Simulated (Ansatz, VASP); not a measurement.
## C: VASP beside Ansatz

File INCAR:

```
SYSTEM = C
ALGO = Normal
EDIFF = 1E-6
ENCUT = 520
GGA = PE
ISIF = 2
ISMEAR = 0
LASPH = .True.
LCHARG = .True.
LELF = .True.
LREAL = .False.
LVHAR = .True.
LWAVE = .False.
NBANDS = 11
NELM = 100
PREC = Accurate
SIGMA = 0.024
```

KPOINTS

```
k-points
0
Gamma
  13 13 8
  0 0 0
```

The input POSCAR:

```
C
1.0
    2.1273203072     -1.2282824400      0.0000000000
    2.1273203072      1.2282824400      0.0000000000
   -1.3790696309      0.0000000000      3.5028300786
C
2
Direct
    0.1666444700      0.1666444700      0.9999069600
    0.8333555300      0.8333555300      0.0000930400
```

Contents of input.yaml:

```yaml
crystal:
  lattice:
    - [2.1273203072, -1.22828244, 0.0]
    - [2.1273203072, 1.22828244, 0.0]
    - [-1.3790696309, 0.0, 3.5028300786]
  atoms:
    - { symbol: C, position: [0.16664447, 0.16664447, 0.99990696] }
    - { symbol: C, position: [0.83335553, 0.83335553, 9.304e-05] }
hamiltonian:
  xc: pbe
  pseudopotentials: { kind: paw }
kpoints:
  mp_grid: { grid: [13, 13, 8] }
scf:
  occupations: { method: gaussian, width: 0.024 }
output:
  forces: true
  stress: true
  eigenvalues: true
```

Alike in both runs: task single point; functional PBE; k mesh 13 × 13 × 8; occupations gaussian, width 0.024 eV; no spin polarisation.

```csv
,VASP,Ansatz
version,VASP 6.6.1,Ansatz 0.2.0
potentials or method,"VASP PAW PBE potentials, release 64 (C)",Ansatz PAW
plane-wave cutoff (eV),520,420
valence electrons in the cell,8,8
```

VASP gave:

- gap on the k mesh at the Fermi level (eV): 0.93
- least direct gap on the mesh (eV): 0.94
- pressure (GPa): 4.2
- traceless stress, the component that is largest in VASP (GPa): -2.13

What did Ansatz give for the same quantities?

gap on the k mesh at the Fermi level (eV): 0.93; least direct gap on the mesh (eV): 0.94; pressure (GPa): 3.8; traceless stress, the component that is largest in VASP (GPa): -1.60.

With one functional, cell and mesh, what is left measures potentials, basis and numerics.

Noted on Ansatz's run: odd divisions of the mesh miss points on the zone boundary, where band edges often lie, so the gap on the mesh can be too wide.
